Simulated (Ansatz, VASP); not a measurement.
# ScAl3N4 in VASP and in Ansatz

```xyz
8
Lattice="-3.2215 0.0000 0.0000 0.0000 5.5798 0.0000 1.6107 -2.7899 -5.0615" Properties=species:S:1:pos:R:3 pbc="T T T"
Sc    0.0000    1.8599    0.0000
Al   -1.6107    4.6498    0.0000
Al   -1.6108    0.9300   -2.5307
Al    0.0000    3.7199   -2.5307
N    -1.6107   -0.9300   -3.1280
N     0.0000    1.8599   -3.1280
N    -1.6108    0.9300   -0.5973
N     0.0000    3.7199   -0.5973
```

Alike in both runs: task single point; functional r2SCAN; k mesh 6 × 6 × 6; occupations gaussian, width 0.1 eV; no spin polarisation.

```csv
,VASP,Ansatz
version,VASP 6.6.1,Ansatz 0.2.0
potentials or method,"VASP PAW PBE potentials, release 64 (Sc_sv, Al, N), cutoff 520 eV","scalar-relativistic, plane waves, PAW"
valence electrons in the cell,40,40
```

VASP gave:

| Item | Value |
| --- | --- |
| gap on the k mesh at the Fermi level (eV) | 4.34 |
| least direct gap on the mesh (eV) | 4.61 |
| pressure (GPa) | 2.5 |
| traceless stress, the component that is largest in VASP (GPa) | 2.44 |
| rms of the force components (eV/Å) | 1.275 |

Q: Which values does Ansatz return?

A: gap on the k mesh at the Fermi level (eV): 4.30; least direct gap on the mesh (eV): 4.56; pressure (GPa): 2.2; traceless stress, the component that is largest in VASP (GPa): 2.38; rms of the force components (eV/Å): 1.227.

VASP's potentials were made for PBE, not for r2SCAN. Atom by atom the forces differ by 0.049 eV/Å (rms over components).
